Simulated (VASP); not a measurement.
A run of VASP 6.6.1 is set up as follows.

File POSCAR:

```
BiTe
1.0
    2.4227077728      1.3987509848      3.4002242534
   -2.4227077728      1.3987509848      3.4002242534
    0.0000000000     -2.7975019696      3.4002242534
Bi Te
1 1
Direct
    0.5000000000      0.5000000000      0.5000000000
    0.0000000000      0.0000000000      0.0000000000
```

File INCAR.step1:

```
SYSTEM = BiTe
PREC = Accurate
ENCUT = 520
ISMEAR = 0
SIGMA = 0.15
LREAL = .False.
LASPH = .True.
NELM = 60
NBANDS = 18
GGA = PE
ALGO = Normal
EDIFF = 1E-4
LWAVE = .True.
LCHARG = .False.
```

The input INCAR.step2:

```
SYSTEM = BiTe
PREC = Accurate
ENCUT = 520
EDIFF = 1E-6
ISMEAR = 0
SIGMA = 0.15
LREAL = .False.
LASPH = .True.
NELM = 60
ALGO = Normal
ISIF = 2
LWAVE = .False.
LCHARG = .False.
METAGGA = R2SCAN
LMIXTAU = .True.
NBANDS = 18
ISTART = 1
```

The input KPOINTS:

```
Automatic mesh
0
Gamma
  12 12 12
  0 0 0
```

Potentials or basis: VASP PAW PBE potentials, release 64 (Bi_d, Te).

The run is started by

```sh
$ cat potpaw_PBE.64/Bi_d/POTCAR potpaw_PBE.64/Te/POTCAR > POTCAR
$ cp INCAR.step1 INCAR
$ mpirun -np 1 vasp_std > vasp.out
$ cp INCAR.step2 INCAR
$ mpirun -np 1 vasp_std > vasp.out
```

(1) Estimate the pressure.

## Answers

(1) -1.7 GPa.

Caveat: the cell differs from its parent crystal (strain +0.000 along x and y, +0.025 along z); the PAW data sets were made with another functional, which shifts forces and pressure a little.
